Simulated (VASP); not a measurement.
# Be24N in VASP: a series of runs, part 2 of 2

VASP 6.6.1. The steps go on from the part before.

**3. Relaxation of the atoms, LDA**

INCAR

```
SYSTEM = Be24N
ALGO = Normal
DIPOL = 0.5 0.5 0.319
EDIFF = 1E-7
EDIFFG = -0.025
ENCUT = 520
IBRION = 2
IDIPOL = 3
ISIF = 2
ISMEAR = 0
KPAR = 4
LASPH = .TRUE.
LCHARG = .FALSE.
LDIPOL = .TRUE.
LREAL = Auto
LWAVE = .FALSE.
NELM = 80
NSW = 36
PREC = Accurate
SIGMA = 0.1
```

KPOINTS

```
k-points
0
G
  6 4 1
  0 0 0
```

POSCAR

```
Be24N
1.0
    4.4524297775      0.0000000000      0.0000000000
    0.0000000000      7.0331519566      0.0000000000
    0.0000000000      0.0000000000     19.7998741761
Be N
24 1
Selective dynamics
Direct
    0.0000000000      0.3750000000      0.2020214858  F F F
    0.0000000000      0.8750000000      0.2020214858  F F F
    0.5000000000      0.3750000000      0.2020214858  F F F
    0.5000000000      0.8750000000      0.2020214858  F F F
    0.2500000000      0.1250000000      0.2344789084  F F F
    0.2500000000      0.6250000000      0.2344789084  F F F
    0.7500000000      0.1250000000      0.2344789084  F F F
    0.7500000000      0.6250000000      0.2344789084  F F F
    0.2500000000      0.3750000000      0.2993937535  F F F
    0.2500000000      0.8750000000      0.2993937535  F F F
    0.7500000000      0.3750000000      0.2993937535  F F F
    0.7500000000      0.8750000000      0.2993937535  F F F
    0.0000000000      0.1250000000      0.3261495638  F F F
    0.0000000000      0.6250000000      0.3261495638  F F F
    0.5000000000      0.1250000000      0.3261495638  F F F
    0.5000000000      0.6250000000      0.3261495638  F F F
    0.0000000000      0.3750000000      0.3969669031  F F F
    0.0000000000      0.8750000000      0.3969669031  F F F
    0.5000000000      0.3750000000      0.3969669031  F F F
    0.5000000000      0.8750000000      0.3969669031  F F F
    0.2500000000      0.1250000000      0.4191882283  F F F
    0.2500000000      0.6250000000      0.4191882283  F F F
    0.7500000000      0.1250000000      0.4191882283  F F F
    0.7500000000      0.6250000000      0.4191882283  F F F
    0.5000000000      0.2500000000      0.4519229047  F F T
```

Potentials or basis: VASP PAW LDA potentials, release 64 (Be, N).

The run is started by

```
$ cat potpaw_LDA.64/Be/POTCAR potpaw_LDA.64/N/POTCAR > POTCAR
$ mpirun -np 4 vasp_std > vasp.out
```

OUTCAR:

```text
SYSTEM = Be24N
   EDIFF = 1E-7
   EDIFFG = -0.025
   ENCUT = 520
   IBRION = 2
   ISIF = 2
   ISMEAR = 0
   LASPH = .TRUE.
   LREAL = Auto
   NELM = 80
   NSW = 36
   PREC = Accurate

 ion  position               nearest neighbor table
   1  0.000  0.375  0.202-   5 2.18   6 2.18   7 2.18   8 2.18   3 2.23   3 2.23  11 2.23   9 2.23

   2  0.000  0.875  0.202-   5 2.18   6 2.18   7 2.18   8 2.18   4 2.23   4 2.23  12 2.23  10 2.23

   3  0.500  0.375  0.202-   5 2.18   6 2.18   7 2.18   8 2.18   1 2.23   1 2.23  11 2.23   9 2.23
[... 39 lines left out ...]
  23  0.750  0.125  0.419-  25 1.56  18 2.13  19 2.13  20 2.13  17 2.13  15 2.15  13 2.15  21 2.23
                            21 2.23
  24  0.750  0.625  0.419-  17 2.13  18 2.13  19 2.13  20 2.13  14 2.15  16 2.15  22 2.23  22 2.23

  25  0.500  0.250  0.452-  19 1.40  21 1.56  23 1.56

  LATTYP: Found a simple orthorhombic cell.
 ALAT       =     4.4524297775
 B/A-ratio  =     1.5796210851
 C/A-ratio  =     4.4469817977

  Lattice vectors:

 A1 = (   4.4524297775,   0.0000000000,   0.0000000000)
 A2 = (   0.0000000000,   7.0331519566,   0.0000000000)
 A3 = (   0.0000000000,   0.0000000000,  19.7998741761)

Analysis of symmetry for initial positions (statically):
=====================================================================
 Subroutine PRICEL returns:
 Original cell was already a primitive cell.

 Routine SETGRP: Setting up the symmetry group for a
 simple orthorhombic supercell.

 Subroutine GETGRP returns: Found  2 space group operations
 (whereof  2 operations were pure point group operations)
 out of a pool of  8 trial point group operations.

The static configuration has the point symmetry C_1h.

Analysis of symmetry for dynamics (positions and initial velocities):
=====================================================================
 Subroutine PRICEL returns:
 Original cell was already a primitive cell.

 Routine SETGRP: Setting up the symmetry group for a
 simple orthorhombic supercell.

 Subroutine GETGRP returns: Found  2 space group operations
 (whereof  2 operations were pure point group operations)
 out of a pool of  8 trial point group operations.

The dynamic configuration has the point symmetry C_1h.

Analysis of constrained symmetry for selective dynamics:
=====================================================================
 Subroutine PRICEL returns:
 Original cell was already a primitive cell.

 Routine SETGRP: Setting up the symmetry group for a
 simple orthorhombic supercell.

 Subroutine GETGRP returns: Found  2 space group operations
 (whereof  2 operations were pure point group operations)
 out of a pool of  8 trial point group operations.

The constrained configuration has the point symmetry C_1h.

 Subroutine INISYM returns: Found  2 space group operations
 (whereof  2 operations are pure point group operations),
 and found     1 'primitive' translations

----------------------------------------------------------------------------------------

                                     Primitive cell

  volume of cell :     620.0254

  direct lattice vectors                    reciprocal lattice vectors
     4.452429777  0.000000000  0.000000000     0.224596468  0.000000000  0.000000000
     0.000000000  7.033151957  0.000000000     0.000000000  0.142183761  0.000000000
     0.000000000  0.000000000 19.799874176     0.000000000  0.000000000  0.050505371

[... 107 lines left out ...]
   PREC   = accura    normal or accurate (medium, high low for compatibility)
   ISTART =      0    job   : 0-new  1-cont  2-samecut
   ICHARG =      2    charge: 1-file 2-atom 10-const
   ISPIN  =      1    spin polarized calculation?
   LNONCOLLINEAR =      F non collinear calculations
   LSORBIT =      F    spin-orbit coupling
   LASPH  =      T    aspherical Exc in radial PAW
   ENCUT  =  520.0 eV  38.22 Ry    6.18 a.u.   8.28 13.08 36.81*2*pi/ulx,y,z
   NELM   =     80;   NELMIN=  2; NELMDL= -5     # of ELM steps
   EDIFF  = 0.1E-06   stopping-criterion for ELM
   LREAL  =      T    real-space projection
   EDIFFG = -.3E-01   stopping-criterion for IOM
   NSW    =     36    number of steps for IOM
   IBRION =      2    ionic relax: 0-MD 1-quasi-New 2-CG
   NFREE  =      1    steps in history (QN), initial steepest desc. (CG)
   ISIF   =      2    stress and relaxation
   ISYM   =      2    0-nonsym 1-usesym 2-fastsym
   POTIM  = 0.5000    time-step for ionic-motion
   TEBEG  =    0.0;   TEEND  =   0.0 temperature during run
   PSTRESS=    0.0 pullay stress
   NELECT =      53.0000    total number of electrons
   NUPDOWN=      -1.0000    fix difference up-down
   EMIN   =  10.00;   EMAX   =-10.00  energy-range for DOS
   EFERMI =   0.00;   METHOD = LEGACY
   ISMEAR =     0;   SIGMA  =   0.10  broadening in eV -4-tet -1-fermi 0-gaus
   EFERMI_NEDOS =   21; number of points for ismear=-14 and -15
   IALGO  =     38    algorithm
   IMIX   =      4    mixing-type and parameters
     AMIX     =   0.40;   BMIX     =  1.00
     AMIX_MAG =   1.60;   BMIX_MAG =  1.00
  volume/ion in A,a.u.               =      24.80       167.37
  Fermi-wavevector in a.u.,A,eV,Ry     =   0.721158  1.362791  7.075962  0.520069
  Thomas-Fermi vector in A             =   1.810794
   LORBIT       =      0    0 simple, 1 ext, 2 COOP (PROOUT), +10 PAW based schemes
   GGA     = CA    functional components
   LHFCALC =     F    Hartree Fock is set to
   AEXX    =    0.0000 exact exchange contribution
   IVDW    =     0    specifies the selected vdW correction
   LEPSILON=     F    determine dielectric tensor
   LRPA    =     F    only Hartree local field effects (RPA)
 conjugate gradient relaxation of ions
 non-spin polarized calculation
 Gauss-broadening in eV      SIGMA  =   0.10
  energy-cutoff  :      520.00
  volume of cell :      620.03
 maximum number of plane-waves:     16734
 NGX is ok and might be reduce to    36
   NGX = 17   NGY = 27   NGZ = 73

 dipolmoment           0.000000      0.000000     -0.152868 electrons x Angstroem

--------------------------------------- Ionic step        1  -------------------------------------------

 number of electron      53.0000000 magnetization

 Free energy of the ion-electron system (eV)
  ---------------------------------------------------
  ext. energy  EPLUGINS =         0.00000000
  ---------------------------------------------------
  free energy    TOTEN  =      -100.91009916 eV

  energy without entropy =     -100.87868732  energy(sigma->0) =     -100.89439324

------------------------ aborting loop because EDIFF is reached ----------------------------------------

  FORCE on cell =-STRESS in cart. coord.  units (eV):
  Direction    XX          YY          ZZ          XY          YZ          ZX
  --------------------------------------------------------------------------------------
  -------------------------------------------------------------------------------------
  Total        1.4082291      2.9793347      7.3011512      0.0000000     -1.9645634      0.0000000
  in kB        3.6389357      7.6987526     18.8665468      0.0000000     -5.0765319      0.0000000
  external PRESSURE =      10.0680784 kB  Pullay stress =       0.0000000 kB
[... 105 lines left out ...]
--------------------------------------- Ionic step        3  -------------------------------------------

 number of electron      53.0000001 magnetization

 dipolmoment           0.000000      0.000000      0.201718 electrons x Angstroem

 Free energy of the ion-electron system (eV)
  ---------------------------------------------------
  ext. energy  EPLUGINS =         0.00000000
  ---------------------------------------------------
  free energy    TOTEN  =      -101.21609296 eV

  energy without entropy =     -101.18522232  energy(sigma->0) =     -101.20065764

 E-fermi :  -1.5539     XC(G=0):  -4.2580

 val. band max:       -1.5790860537   @ k =   0.1667   0.0000   0.0000
 cond. band min:      -1.5267066602   @ k =   0.0000   0.0000   0.0000
 fundamental gap:      0.0523793935
 Fermi energy:        -1.5539330971

 k-point     1 :       0.0000    0.0000    0.0000
  band No.  band energies     occupation
      1     -15.9578      2.00000
      2     -12.0035      2.00000
      3      -9.9925      2.00000
      4      -9.8941      2.00000
      5      -9.7332      2.00000
      6      -7.9472      2.00000
[... 481 lines left out ...]
     37       3.0036      0.00000
     38       3.2624      0.00000
 [bands above 38 left out]

------------------------ aborting loop because EDIFF is reached ----------------------------------------

 vacuum level on the upper side and lower side of the slab       (xc-potential included)         0.488        -0.644

  FORCE on cell =-STRESS in cart. coord.  units (eV):
  Direction    XX          YY          ZZ          XY          YZ          ZX
  --------------------------------------------------------------------------------------
  -------------------------------------------------------------------------------------
  Total       -0.5821471     -0.6466028      2.8774807      0.0000000      0.1344491      0.0000000
  in kB       -1.5042977     -1.6708545      7.4355567      0.0000000      0.3474234      0.0000000
  external PRESSURE =       1.4201348 kB  Pullay stress =       0.0000000 kB
[... 40 lines left out ...]
  FREE ENERGIE OF THE ION-ELECTRON SYSTEM (eV)
  ---------------------------------------------------
  free  energy   TOTEN  =      -101.2160929555 eV

  energy  without entropy=     -101.1852223189  energy(sigma->0) =     -101.20065764

 reached required accuracy - stopping structural energy minimisation

 vacuum level on the upper side and lower side of the slab         4.197         3.029
```

It took 11 min on 4 MPI ranks of Intel Xeon Platinum 8259CL at 2.50GHz (Skylake/Cascade Lake), shared host; peak memory 0.59 GiB.

What came out:

| Item | Value |
| --- | --- |
| Free energy | -101.2161 eV |
| Energy gained by relaxing | 12.2 meV/atom |
| Ionic steps | 3 |
| Band gap on the k mesh | zero (an odd number of electrons rules out a gap without spin polarisation) |

The path:
```
step  energy change (eV)  largest force on free atoms (eV/Å)  pressure (GPa)
   1              0.0000                              3.8017            1.01
   2             -0.3050                              0.1885            0.10
   3             -0.3060                              0.0023            0.14
```

Final structure:
```cif
data_structure
_symmetry_space_group_name_H-M 'P 1'
_symmetry_Int_Tables_number 1
_cell_length_a 4.4524
_cell_length_b 7.0332
_cell_length_c 19.7999
_cell_angle_alpha 90.000
_cell_angle_beta 90.000
_cell_angle_gamma 90.000
_cell_volume 620.03
loop_
_atom_site_label
_atom_site_type_symbol
_atom_site_fract_x
_atom_site_fract_y
_atom_site_fract_z
_atom_site_occupancy
Be1 Be 0.00000 0.37500 0.20202 1
Be2 Be 0.00000 0.87500 0.20202 1
Be3 Be 0.50000 0.37500 0.20202 1
Be4 Be 0.50000 0.87500 0.20202 1
Be5 Be 0.25000 0.12500 0.23448 1
Be6 Be 0.25000 0.62500 0.23448 1
Be7 Be 0.75000 0.12500 0.23448 1
Be8 Be 0.75000 0.62500 0.23448 1
Be9 Be 0.25000 0.37500 0.29939 1
Be10 Be 0.25000 0.87500 0.29939 1
Be11 Be 0.75000 0.37500 0.29939 1
Be12 Be 0.75000 0.87500 0.29939 1
Be13 Be 0.00000 0.12500 0.32615 1
Be14 Be 0.00000 0.62500 0.32615 1
Be15 Be 0.50000 0.12500 0.32615 1
Be16 Be 0.50000 0.62500 0.32615 1
Be17 Be 0.00000 0.37500 0.39697 1
Be18 Be 0.00000 0.87500 0.39697 1
Be19 Be 0.50000 0.37500 0.39697 1
Be20 Be 0.50000 0.87500 0.39697 1
Be21 Be 0.25000 0.12500 0.41919 1
Be22 Be 0.25000 0.62500 0.41919 1
Be23 Be 0.75000 0.12500 0.41919 1
Be24 Be 0.75000 0.62500 0.41919 1
N1 N 0.50000 0.25000 0.46064 1
```

Levels at points of the mesh, in eV from the Fermi level:
| k point | band 23 | band 24 | band 25 | band 26 | band 27 | band 28 | band 29 | band 30 |
| --- | --- | --- | --- | --- | --- | --- | --- | --- |
| (0.00, 0.00, 0.00) | -1.61 | -1.47 | -1.05 | -0.26 | 0.03 | 0.44 | 0.56 | 1.10 |
| (0.50, 0.00, 0.00) | -0.92 | -0.70 | -0.29 | 0.09 | 0.74 | 1.17 | 1.31 | 1.33 |
| (0.00, 0.50, 0.00) | -1.31 | -1.27 | -1.11 | -0.74 | -0.35 | -0.23 | 0.48 | 1.03 |
| (0.50, 0.50, 0.00) | -1.40 | -0.63 | -0.56 | -0.28 | 0.13 | 0.33 | 0.37 | 1.17 |

The gap in the log of VASP goes by the Fermi energy; the results here count the filled bands.